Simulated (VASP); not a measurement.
Set up this calculation in VASP 6.6.1, as the native input.

```yaml
Task: single point
Functional: PBEsol
Potentials_or_basis: VASP PAW PBE potentials, release 64 (W_sv, Se)
Cutoff: 520 eV
k_mesh: 9 × 9 × 2
Occupations: gaussian, width 0.05 eV
Spin: no spin polarisation
Dipole_correction: no
Further_INCAR_settings: ALGO = Normal; EDIFF = 1e-06; NBANDS = 20
```

The structure of WSe2 lies in POSCAR:

```
WSe2
1.0
    3.3179375931      0.0000000000      0.0000000000
   -1.6589687966      2.8734182438      0.0000000000
    0.0000000000      0.0000000000     16.6581424200
W Se
1 2
Direct
    0.0000000000      0.0000000000      0.0000000000
    0.3333333333      0.6666666667      0.0997865200
    0.3333333333      0.6666666667      0.9002134800
```

These files were run (other wordings do the same):

INCAR

```
SYSTEM = WSe2
ALGO = Normal ; EDIFF = 1E-6
ENCUT = 520 ; GGA = PS
ISIF = 2 ; ISMEAR = 0
LASPH = .TRUE. ; LCHARG = .TRUE.
LELF = .TRUE. ; LREAL = .FALSE.
LVHAR = .TRUE. ; LWAVE = .FALSE.
NBANDS = 20 ; NELM = 100
PREC = Accurate ; SIGMA = 0.05
```

KPOINTS

```
k-points
0
G
  9 9 2
  0 0 0
```

Potentials or basis: VASP PAW PBE potentials, release 64 (W_sv, Se).

Launch:

```console
$ cat potpaw_PBE.64/W_sv/POTCAR potpaw_PBE.64/Se/POTCAR > POTCAR
$ mpirun -np 1 vasp_std > vasp.out
```

Results of the run:

* Largest force: 0.073 eV/Å
* Band gap on the k mesh: 1.52 eV, direct

Caveat: the PAW data sets were made with another functional, which shifts forces and pressure a little; spin-orbit coupling is left out, which moves the levels of the heavy elements.

It took 3.3 min on 1 thread of Intel Xeon 6975P-C, with other jobs on the host, peak memory 0.33 GiB.
